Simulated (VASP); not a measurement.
Set up this calculation in VASP 6.6.1, as the native input.

- Task: single point
- Functional: LDA
- Potentials or basis: VASP PAW LDA potentials, release 64 (Ir)
- Cutoff: 520 eV
- k mesh: 21 × 21 × 12
- Occupations: gaussian, width 0.15 eV
- Spin: collinear spin, ferromagnetic start
- Starting moments: [0.2, 0.2] μB
- Fixed moment: 0.4 μB
- Dipole correction: no
- Further INCAR settings: ALGO = Normal; EDIFF = 1e-07; NBANDS = 20

The structure of Ir lies in POSCAR:

```
Ir
1.0
    2.6500373936      0.0000000000      0.0000000000
   -1.3250186968      2.2949997038      0.0000000000
    0.0000000000      0.0000000000      4.2967294997
Ir
2
Direct
    0.6666666667      0.3333333333      0.7500000000
    0.3333333333      0.6666666667      0.2500000000
```

The input as run:

INCAR

```
ALGO = Normal ; EDIFF = 1E-7
ENCUT = 520 ; GGA = CA
ISIF = 2 ; ISMEAR = 0
ISPIN = 2 ; LASPH = True
LCHARG = False ; LMAXMIX = 4
LORBIT = 11 ; LREAL = False
LWAVE = False ; MAGMOM = 0.2 0.2
NBANDS = 20 ; NELM = 150
NUPDOWN = 0.4 ; PREC = Accurate
SIGMA = 0.15
```

KPOINTS

```
k-points
0
Gamma
  21 21 12
```

Potentials or basis: VASP PAW LDA potentials, release 64 (Ir).

Command:

```sh
$ cat potpaw_LDA.64/Ir/POTCAR > POTCAR
$ mpirun -np 1 vasp_std > vasp.out
```

It gave:

```yaml
Pressure: 33.0 GPa
Net_moment: 0.40 μB per cell
Site_moments: Ir +0.19 μB
Valence_electrons_inside_the_program's_atomic_spheres: Ir 8.72
```

Caveat: the total moment is fixed, so each spin has its own Fermi level.

It took 3.6 min on 1 thread of Intel Xeon 6975P-C (shared host), peak memory 0.33 GiB.
